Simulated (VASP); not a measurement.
Write the native input for VASP 6.6.1 that does the following.

| Item | Value |
| --- | --- |
| Task | relaxation of shape and atoms at fixed volume |
| Functional | r2SCAN |
| Potentials or basis | VASP PAW PBE potentials, release 64 (C) |
| Cutoff | 600 eV |
| k mesh | 10 × 10 × 4 |
| Occupations | gaussian, width 0.05 eV |
| Spin | no spin polarisation |
| Dipole correction | no |
| Further INCAR settings | ALGO = Normal; EDIFF = 1e-06; IBRION = 2; EDIFFG = -0.01; NSW = 60; ISIF = 4 |

C:

```xyz
4
Lattice="2.4533 0.0000 0.0000 -1.2266 2.1246 0.0000 0.0000 0.0000 8.2461" Properties=species:S:1:pos:R:3 pbc="T T T"
C     0.0000    0.0000    2.0615
C     0.0000    0.0000    6.1846
C     0.0000    1.4164    2.0615
C     1.2266    0.7082    6.1846
```

These files were run (other wordings do the same):

POSCAR

```
C
1.0
    2.4532921960      0.0000000000      0.0000000000
   -1.2266460980      2.1246133646      0.0000000000
    0.0000000000      0.0000000000      8.2461046148
C
4
Direct
    0.0000000000      0.0000000000      0.2500000000
    0.0000000000      0.0000000000      0.7500000000
    0.3333333333      0.6666666667      0.2500000000
    0.6666666667      0.3333333333      0.7500000000
```

INCAR.step1

```
ALGO = Normal
EDIFF = 1E-4
ENCUT = 600
GGA = PE
ISMEAR = 0
LASPH = T
LCHARG = F
LREAL = F
LWAVE = T
NELM = 100
PREC = Accurate
SIGMA = 0.05
```

INCAR.step2

```
ALGO = Normal
EDIFF = 1E-6
EDIFFG = -0.01
ENCUT = 600
IBRION = 2
ISIF = 4
ISMEAR = 0
ISTART = 1
LASPH = T
LCHARG = F
LMIXTAU = T
LREAL = F
LWAVE = F
METAGGA = R2SCAN
NELM = 100
NSW = 60
PREC = Accurate
SIGMA = 0.05
```

KPOINTS

```
k-points
0
Gamma
  10 10 4
```

Potentials or basis: VASP PAW PBE potentials, release 64 (C).

The run is started by

```sh
$ cat potpaw_PBE.64/C/POTCAR > POTCAR
$ cp INCAR.step1 INCAR
$ mpirun -np 1 vasp_std > vasp.out
$ cp INCAR.step2 INCAR
$ mpirun -np 1 vasp_std > vasp.out
```

It gave:

* Energy gained by relaxing: 0.5 meV/atom
* Ionic steps: 3
* Pressure after relaxing: -1.2 GPa
* Band gap on the k mesh: 1.94 eV, direct

Caveat: the PAW data sets were made with another functional, which shifts forces and pressure a little.

It took 2.4 min on 1 thread of Intel(R) Xeon(R) Platinum 8559C (Emerald Rapids), with other jobs on the host, peak memory 0.17 GiB.
